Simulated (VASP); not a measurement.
# SiO2 (P4_12_12) in VASP: further runs, part 2 of 2

VASP 6.6.1. The steps go on from the part before.

### Step 4. Relaxation of cell and atoms, PBEsol

INCAR reads:

```
PREC = Accurate
ENCUT = 600
EDIFF = 1E-7
ISMEAR = -1
SIGMA = 0.05
LREAL = F
LASPH = T
NELM = 120
ALGO = Normal
ISIF = 3
LWAVE = F
LCHARG = F
GGA = PS
IBRION = 2
NSW = 60
EDIFFG = -0.01
GGA_COMPAT = F
NELMIN = 4
```

KPOINTS reads:

```
regular mesh
0
Gamma
  5 5 3
```

POSCAR reads:

```
SiO2
1.0
    4.9820000000      0.0000000000      0.0000000000
    0.0000000000      4.9820000000      0.0000000000
    0.0000000000      0.0000000000      6.9630000000
Si O
4 8
Direct
    0.7989700000      0.2010300000      0.7500000000
    0.7010300000      0.7010300000      0.5000000000
    0.2010300000      0.7989700000      0.2500000000
    0.2989700000      0.2989700000      0.0000000000
    0.1034700000      0.2398900000      0.8218700000
    0.2601100000      0.6034700000      0.0718700000
    0.8965300000      0.7601100000      0.3218700000
    0.7398900000      0.3965300000      0.5718700000
    0.6034700000      0.2601100000      0.9281300000
    0.7601100000      0.8965300000      0.6781300000
    0.3965300000      0.7398900000      0.4281300000
    0.2398900000      0.1034700000      0.1781300000
```

Potentials or basis: VASP PAW PBE potentials, release 64 (Si, O).

Run with:

```
$ cat potpaw_PBE.64/Si/POTCAR potpaw_PBE.64/O/POTCAR > POTCAR
$ mpirun -np 1 vasp_std > vasp.out
```

OUTCAR:

```text
PREC = Accurate
   ENCUT = 600
   EDIFF = 1E-7
   ISMEAR = -1
   LREAL = F
   LASPH = T
   NELM = 120
   ISIF = 3
   GGA = PS
   IBRION = 2
   NSW = 60
   EDIFFG = -0.01
   NELMIN = 4

 ion  position               nearest neighbor table
   1  0.799  0.201  0.750-   8 1.60   9 1.60   5 1.61  10 1.61   2 3.08   4 3.08   2 3.08   4 3.08

   2  0.701  0.701  0.500-   7 1.60  10 1.60   8 1.61  11 1.61   1 3.08   3 3.08   1 3.08   3 3.08

   3  0.201  0.799  0.250-   6 1.60  11 1.60   7 1.61  12 1.61   2 3.08   4 3.08   4 3.08   2 3.08

   4  0.299  0.299  0.000-   5 1.60  12 1.60   9 1.61   6 1.61   1 3.08   3 3.08   3 3.08   1 3.08

   5  0.103  0.240  0.822-   4 1.60   1 1.61
   6  0.260  0.603  0.072-   3 1.60   4 1.61
   7  0.897  0.760  0.322-   2 1.60   3 1.61
   8  0.740  0.397  0.572-   1 1.60   2 1.61
   9  0.603  0.260  0.928-   1 1.60   4 1.61
  10  0.760  0.897  0.678-   2 1.60   1 1.61
  11  0.397  0.740  0.428-   3 1.60   2 1.61
  12  0.240  0.103  0.178-   4 1.60   3 1.61

  LATTYP: Found a simple tetragonal cell.
 ALAT       =     4.9820000000
 C/A-ratio  =     1.3976314733

  Lattice vectors:
[... 187 lines left out ...]
  free energy    TOTEN  =       -98.65466028 eV

  energy without entropy =      -98.65466028  energy(sigma->0) =      -98.65466028

------------------------ aborting loop because EDIFF is reached ----------------------------------------

  FORCE on cell =-STRESS in cart. coord.  units (eV):
  Direction    XX          YY          ZZ          XY          YZ          ZX
  --------------------------------------------------------------------------------------
  -------------------------------------------------------------------------------------
  Total        4.3909649      4.3909649      5.0781124     -0.0000000      0.0000000     -0.0000000
  in kB       40.7067758     40.7067758     47.0770289     -0.0000000      0.0000000     -0.0000000
  external PRESSURE =      42.8301935 kB  Pullay stress =       0.0000000 kB
[... 119 lines left out ...]
  FREE ENERGIE OF THE ION-ELECTRON SYSTEM (eV)
  ---------------------------------------------------
  free  energy   TOTEN  =       -98.7119776579 eV

  energy  without entropy=      -98.7119776579  energy(sigma->0) =      -98.71197766

[... ionic steps 4 to 7 ...]

--------------------------------------- Ionic step        8  -------------------------------------------

 number of electron      64.0000000 magnetization

------------------------ aborting loop because EDIFF is reached ----------------------------------------
[... 87 lines left out ...]
--------------------------------------- Ionic step       10  -------------------------------------------

 number of electron      63.9999999 magnetization

 Free energy of the ion-electron system (eV)
  ---------------------------------------------------
  ext. energy  EPLUGINS =         0.00000000
  ---------------------------------------------------
  free energy    TOTEN  =       -98.71380675 eV

  energy without entropy =      -98.71380675  energy(sigma->0) =      -98.71380675

 E-fermi :   0.9307     XC(G=0):  -8.4332

 val. band max:       -0.1355951533   @ k =   0.0000   0.0000   0.0000
 cond. band min:       5.4302941978   @ k =   0.0000   0.0000   0.0000
 fundamental gap:      5.5658893510
 Fermi energy:         0.9307172670

 k-point     1 :       0.0000    0.0000    0.0000
  band No.  band energies     occupation
      1     -19.4530      2.00000
      2     -18.5614      2.00000
      3     -18.5614      2.00000
      4     -17.4032      2.00000
      5     -17.3614      2.00000
      6     -17.3572      2.00000
[... 532 lines left out ...]
  FREE ENERGIE OF THE ION-ELECTRON SYSTEM (eV)
  ---------------------------------------------------
  free  energy   TOTEN  =       -98.7138067489 eV

  energy  without entropy=      -98.7138067488  energy(sigma->0) =      -98.71380675

 reached required accuracy - stopping structural energy minimisation
```

Run time: 17 min. Hardware: 1 thread of Intel Xeon 8259CL, shared host; peak memory 0.32 GiB.

What came out:

```
Free energy                           : -98.7138 eV
Relaxed volume                        : 14.74 Å³/atom
Relaxed cell                          : a = 5.024 Å, b = 5.024 Å, c = 7.004 Å, α = 90.00°, β = 90.00°, γ = 90.00°
Space group after relaxing (to 0.1 Å) : P4_12_12 (No. 92)
Energy gained by relaxing             : 4.9 meV/atom
Ionic steps                           : 10
Pressure after relaxing               : -0.1 GPa
Largest force after relaxing          : 0.007 eV/Å
Band gap on the k mesh                : 5.57 eV
```

Forces on the atoms (eV/Å):
```
Si  -0.003  0.003  0.000
Si   0.003  0.003  0.000
Si   0.003 -0.003  0.000
Si  -0.003 -0.003  0.000
O   -0.006  0.000 -0.003
O    0.000 -0.006 -0.003
O    0.006  0.000 -0.003
O    0.000  0.006 -0.003
O   -0.006  0.000  0.003
O    0.000  0.006  0.003
O    0.006  0.000  0.003
O    0.000 -0.006  0.003
```

Step by step:
| step | energy change (eV) | largest force (eV/Å) | pressure (GPa) | volume (Å³) |
| --- | --- | --- | --- | --- |
| 1 | 0.0000 | 0.3185 | 4.28 | 172.82 |
| 2 | 0.0794 | 0.6073 | -5.49 | 182.63 |
| 3 | -0.0573 | 0.1328 | 0.17 | 176.58 |
| 4 | -0.0573 | 0.1276 | 0.24 | 176.50 |
| 5 | -0.0496 | 0.3475 | -0.48 | 177.25 |
| 6 | -0.0588 | 0.0160 | 0.02 | 176.71 |
| 7 | -0.0589 | 0.0114 | -0.03 | 176.77 |
| 8 | -0.0591 | 0.0121 | -0.13 | 176.90 |
| 9 | -0.0591 | 0.0065 | -0.08 | 176.85 |
| 10 | -0.0591 | 0.0067 | -0.05 | 176.82 |

Final structure:
```
CELL_PARAMETERS angstrom
5.02445 0.00000 0.00000
0.00000 5.02445 0.00000
0.00000 0.00000 7.00430
ATOMIC_POSITIONS crystal
Si 0.79928 0.20072 0.75000
Si 0.70072 0.70072 0.50000
Si 0.20072 0.79928 0.25000
Si 0.29928 0.29928 0.00000
O 0.10369 0.23926 0.82113
O 0.26074 0.60369 0.07113
O 0.89631 0.76074 0.32113
O 0.73926 0.39631 0.57113
O 0.60369 0.26074 0.92887
O 0.76074 0.89631 0.67887
O 0.39631 0.73926 0.42887
O 0.23926 0.10369 0.17887
```

Caveat: the PAW data sets were made with another functional, which shifts forces and pressure a little; an odd mesh through Γ misses points on the zone boundary, where band edges can lie. As with any semilocal functional, this PBEsol gap is likely too small.

### Step 5. Relaxation of cell and atoms, RPBE

INCAR reads:

```
PREC = Accurate ; ENCUT = 600
EDIFF = 1E-7 ; ISMEAR = -1
SIGMA = 0.05 ; LREAL = F
LASPH = T ; NELM = 120
ALGO = Normal ; ISIF = 3
LWAVE = F ; LCHARG = F
GGA = RP ; IBRION = 2
NSW = 60 ; EDIFFG = -0.01
GGA_COMPAT = F ; NELMIN = 4
```

KPOINTS reads:

```
Automatic mesh
0
Gamma
  6 6 4
```

POSCAR is that of step 4.

Potentials or basis: VASP PAW PBE potentials, release 64 (Si, O).

Run with:

```
$ cat potpaw_PBE.64/Si/POTCAR potpaw_PBE.64/O/POTCAR > POTCAR
$ mpirun -np 1 vasp_std > vasp.out
```

OUTCAR:

```text
PREC = Accurate
   ENCUT = 600
   EDIFF = 1E-7
   ISMEAR = -1
   LREAL = F
   LASPH = T
   NELM = 120
   ISIF = 3
   GGA = RP
   IBRION = 2
   NSW = 60
   EDIFFG = -0.01
   NELMIN = 4

 ion  position               nearest neighbor table
   1  0.799  0.201  0.750-   8 1.60   9 1.60   5 1.61  10 1.61   2 3.08   4 3.08   2 3.08   4 3.08

   2  0.701  0.701  0.500-   7 1.60  10 1.60   8 1.61  11 1.61   1 3.08   3 3.08   1 3.08   3 3.08

   3  0.201  0.799  0.250-   6 1.60  11 1.60   7 1.61  12 1.61   2 3.08   4 3.08   4 3.08   2 3.08

   4  0.299  0.299  0.000-   5 1.60  12 1.60   9 1.61   6 1.61   1 3.08   3 3.08   3 3.08   1 3.08

   5  0.103  0.240  0.822-   4 1.60   1 1.61
   6  0.260  0.603  0.072-   3 1.60   4 1.61
   7  0.897  0.760  0.322-   2 1.60   3 1.61
   8  0.740  0.397  0.572-   1 1.60   2 1.61
   9  0.603  0.260  0.928-   1 1.60   4 1.61
[... 442 lines left out ...]

 number of electron      64.0000017 magnetization

 Free energy of the ion-electron system (eV)
  ---------------------------------------------------
  ext. energy  EPLUGINS =         0.00000000
  ---------------------------------------------------
  free energy    TOTEN  =       -91.30499576 eV

  energy without entropy =      -91.30499576  energy(sigma->0) =      -91.30499576

 E-fermi :   0.6876     XC(G=0):  -7.6902

 val. band max:       -0.3384047555   @ k =   0.0000   0.0000   0.0000
 cond. band min:       5.2408284453   @ k =   0.0000   0.0000   0.0000
 fundamental gap:      5.5792332008
 Fermi energy:         0.6876291486

 k-point     1 :       0.0000    0.0000    0.0000
  band No.  band energies     occupation
      1     -19.6571      2.00000
      2     -18.8234      2.00000
      3     -18.8234      2.00000
      4     -17.7357      2.00000
      5     -17.7182      2.00000
      6     -17.7171      2.00000
[... 997 lines left out ...]
     38       8.8194      0.00000
     39       9.6922      0.00000

 [... further k-points ...]
[... 5 lines left out ...]
  --------------------------------------------------------------------------------------
  -------------------------------------------------------------------------------------
  Total        0.0904712      0.0904712      0.0827532      0.0000000      0.0000000     -0.0000000
  in kB        0.7676561      0.7676561      0.7021678      0.0000000      0.0000000     -0.0000000
  external PRESSURE =       0.7458267 kB  Pullay stress =       0.0000000 kB
[... 27 lines left out ...]
  FREE ENERGIE OF THE ION-ELECTRON SYSTEM (eV)
  ---------------------------------------------------
  free  energy   TOTEN  =       -91.3049957643 eV

  energy  without entropy=      -91.3049957642  energy(sigma->0) =      -91.30499576

 reached required accuracy - stopping structural energy minimisation
```

OSZICAR:

```text
N       E                     dE             d eps       ncg     rms          rms(c)
DAV:   1     0.487570186844E+03    0.48757E+03   -0.36011E+04  2340   0.167E+03
DAV:   2    -0.656025376274E+02   -0.55317E+03   -0.54007E+03  3033   0.358E+02
DAV:   3    -0.103338002721E+03   -0.37735E+02   -0.37608E+02  2746   0.104E+02
[... 345 lines left out ...]
DAV:   4    -0.913049981489E+02    0.80206E-05   -0.23024E-05  2760   0.285E-02    0.838E-03
DAV:   5    -0.913049963224E+02    0.18265E-05   -0.45976E-06  2718   0.123E-02    0.326E-03
DAV:   6    -0.913049962146E+02    0.10774E-06   -0.32514E-07  2458   0.328E-03    0.233E-03
DAV:   7    -0.913049958068E+02    0.40785E-06   -0.13132E-07  1751   0.258E-03    0.740E-04
DAV:   8    -0.913049957643E+02    0.42478E-07   -0.49256E-08  1702   0.127E-03
  32 F= -.91304996E+02 E0= -.91304996E+02  d E =-.229771E-03
```

CONTCAR:

```text
SiO2
   1.00000000000000
     5.1320907455720661    0.0000000000000000   -0.0000000000000000
     0.0000000000000000    5.1320907455720661   -0.0000000000000000
    -0.0000000000000000   -0.0000000000000000    7.1691184079787238
  Si              O
     4     8
Direct
     0.7907577454928576    0.2092422545071422    0.7500000000000000
     0.7092422545071424    0.7092422545071424    0.5000000000000000
     0.2092422545071422    0.7907577454928576    0.2500000000000000
     0.2907577454928579    0.2907577454928579    1.0000000000000000
     0.0868746704017211    0.2424392235541277    0.8289788345359631
     0.2575607764458723    0.5868746704017213    0.0789788345359633
     0.9131253295982787    0.7575607764458722    0.3289788345359634
     0.7424392235541278    0.4131253295982790    0.5789788345359631
     0.5868746704017213    0.2575607764458723    0.9210211654640369
     0.7575607764458722    0.9131253295982787    0.6710211654640369
     0.4131253295982790    0.7424392235541278    0.4210211654640366
     0.2424392235541277    0.0868746704017211    0.1710211654640367

  0.00000000E+00  0.00000000E+00  0.00000000E+00
  0.00000000E+00  0.00000000E+00  0.00000000E+00
  0.00000000E+00  0.00000000E+00  0.00000000E+00
  0.00000000E+00  0.00000000E+00  0.00000000E+00
  0.00000000E+00  0.00000000E+00  0.00000000E+00
  0.00000000E+00  0.00000000E+00  0.00000000E+00
  0.00000000E+00  0.00000000E+00  0.00000000E+00
  0.00000000E+00  0.00000000E+00  0.00000000E+00
  0.00000000E+00  0.00000000E+00  0.00000000E+00
  0.00000000E+00  0.00000000E+00  0.00000000E+00
  0.00000000E+00  0.00000000E+00  0.00000000E+00
  0.00000000E+00  0.00000000E+00  0.00000000E+00
```

Run time: 32 min. Hardware: 1 thread of Intel Xeon 6975P-C (Granite Rapids), shared host; peak memory 0.39 GiB.

Results:

```yaml
Free_energy: -91.3050 eV
Relaxed_volume: 15.74 Å³/atom
Relaxed_cell: a = 5.132 Å, b = 5.132 Å, c = 7.169 Å, α = 90.00°, β = 90.00°, γ = 90.00°
Space_group_after_relaxing_to_0.1_Å: P4_12_12 (No. 92)
Energy_gained_by_relaxing: 20.9 meV/atom
Ionic_steps: 32
Pressure_after_relaxing: 0.1 GPa
Largest_force_after_relaxing: 0.010 eV/Å
Band_gap_on_the_k_mesh: 5.58 eV
```

Forces in eV/Å, atoms in the order of the input:
```
Si  -0.007  0.007  0.000
Si   0.007  0.007  0.000
Si   0.007 -0.007  0.000
Si  -0.007 -0.007  0.000
O    0.008 -0.003  0.006
O    0.003  0.008  0.006
O   -0.008  0.003  0.006
O   -0.003 -0.008  0.006
O    0.008  0.003 -0.006
O    0.003 -0.008 -0.006
O   -0.008 -0.003 -0.006
O   -0.003  0.008 -0.006
```

The path:
```tsv
step	energy change (eV)	largest force (eV/Å)	pressure (GPa)	volume (Å³)
1	0.0000	0.5089	8.57	172.82
2	0.2002	0.8102	-9.21	192.81
3	-0.2237	0.1571	0.08	180.84
4	-0.2237	0.1489	0.23	180.68
5	-0.2155	0.3815	-0.21	181.40
6	-0.2262	0.0645	0.07	180.92
7	-0.2276	0.0578	0.05	181.12
8	-0.2301	0.0529	0.00	181.71
9	-0.2279	0.1734	-0.13	182.91
10	-0.2304	0.0861	-0.03	182.03
11	-0.2318	0.0668	0.04	182.17
12	-0.2349	0.0657	0.28	182.58
13	-0.2372	0.1274	0.71	183.40
14	-0.2376	0.1204	0.70	183.47
15	-0.2387	0.1000	0.66	183.70
16	-0.2404	0.0638	0.59	184.15
17	-0.2424	0.0677	0.43	185.06
18	-0.2403	0.2372	0.11	186.89
19	-0.2426	0.1048	0.35	185.51
20	-0.2434	0.0910	0.23	185.78
21	-0.2446	0.0655	-0.13	186.60
22	-0.2446	0.0650	-0.21	186.80
23	-0.2455	0.0598	-0.21	186.95
24	-0.2476	0.0454	-0.18	187.40
25	-0.2500	0.0315	-0.14	188.30
26	-0.2478	0.0799	-0.12	190.11
27	-0.2503	0.0371	-0.13	188.78
28	-0.2506	0.0340	0.12	188.60
29	-0.2506	0.0290	0.07	188.63
30	-0.2509	0.0182	0.14	188.65
31	-0.2510	0.0261	0.17	188.65
32	-0.2512	0.0099	0.07	188.82
```

Final structure:
```yaml
crystal:
  lattice:
    - [5.13209, 0.00000, 0.00000]
    - [0.00000, 5.13209, 0.00000]
    - [0.00000, 0.00000, 7.16912]
  atoms:
    - { symbol: Si, position: [0.79076, 0.20924, 0.75000] }
    - { symbol: Si, position: [0.70924, 0.70924, 0.50000] }
    - { symbol: Si, position: [0.20924, 0.79076, 0.25000] }
    - { symbol: Si, position: [0.29076, 0.29076, 0.00000] }
    - { symbol: O, position: [0.08687, 0.24244, 0.82898] }
    - { symbol: O, position: [0.25756, 0.58687, 0.07898] }
    - { symbol: O, position: [0.91313, 0.75756, 0.32898] }
    - { symbol: O, position: [0.74244, 0.41313, 0.57898] }
    - { symbol: O, position: [0.58687, 0.25756, 0.92102] }
    - { symbol: O, position: [0.75756, 0.91313, 0.67102] }
    - { symbol: O, position: [0.41313, 0.74244, 0.42102] }
    - { symbol: O, position: [0.24244, 0.08687, 0.17102] }
```

Caveat: the PAW data sets were made with another functional, which shifts forces and pressure a little.

### Step 6. Overview

| task | level | cell | k mesh | gap on the mesh (eV) | pressure (GPa) | relaxed volume (Å³/atom) | largest force (eV/Å) |
| --- | --- | --- | --- | --- | --- | --- | --- |
| single point | PBE | a = 4.982, b = 4.982, c = 6.963 Å, 12 atoms, atomic positions A | 10 × 10 × 7 | 5.76 | 6.2 | - | 0.40 |
| single point | PBEsol | a = 5.027, b = 5.027, c = 7.005 Å, 12 atoms, atomic positions B | 5 × 5 × 3 | 5.58 | 0.3 | - | 0.03 |
| relaxation of cell and atoms | PBEsol | relaxed from a = 4.982, b = 4.982, c = 6.963 Å, 12 atoms, atomic positions A | 5 × 5 × 3 | 5.57 | -0.1 | 14.74 | 0.01 |
| relaxation of cell and atoms | RPBE | relaxed from a = 4.982, b = 4.982, c = 6.963 Å, 12 atoms, atomic positions A | 6 × 6 × 4 | 5.58 | 0.1 | 15.74 | 0.01 |

Alike in all rows: potentials or basis VASP PAW PBE potentials, release 64 (Si, O); no spin polarisation; cutoff (eV) 600; smearing fermi-dirac 0.05 eV.

Caveats: an odd mesh through Γ misses points on the zone boundary, where band edges can lie (at least some runs); the PAW data sets were made with another functional, which shifts forces and pressure a little (at least some runs); the cell stands under pressure (at least some runs).

Absolute energies hang on the potentials; compare differences alone.
